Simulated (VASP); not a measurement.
Input of a VASP 6.6.1 run:

Contents of INCAR:

```
PREC = Accurate ; ENCUT = 520
EDIFF = 1E-6 ; ISMEAR = 1
SIGMA = 0.15 ; LREAL = F
LASPH = T ; NELM = 100
ALGO = Normal ; ISIF = 2
LWAVE = F ; LCHARG = T
GGA = PS ; LELF = T
LVHAR = T ; NBANDS = 18
```

The input KPOINTS:

```
Automatic mesh
0
Gamma
  3 3 3
```

POSCAR

```
Cu
1.0
    1.2184636900     -3.9763780100      0.0000000000
    1.2184636900      3.9763780100      0.0000000000
    0.0000000000      0.0000000000      2.4754955200
Cu
2
Direct
    0.1338666504      0.8661333496      0.2500000000
    0.8661333496      0.1338666504      0.7500000000
```

Potentials or basis: VASP PAW PBE potentials, release 64 (Cu).

Run with:

```console
$ cat potpaw_PBE.64/Cu/POTCAR > POTCAR
$ mpirun -np 1 vasp_std > vasp.out
```

(1) What does it give for the largest force?

(2) What does it give for the band gap on the k mesh?

(3) Predict the pressure.

## Answers

(1) 0.195 eV/Å.

(2) zero (band 11 reaches 7.80 eV, above the bottom of band 12 at 5.66 eV).

(3) -1.4 GPa.

Caveat: the k points lie up to 0.90 Å⁻¹ apart; the PAW data sets were made with another functional, which shifts forces and pressure a little.
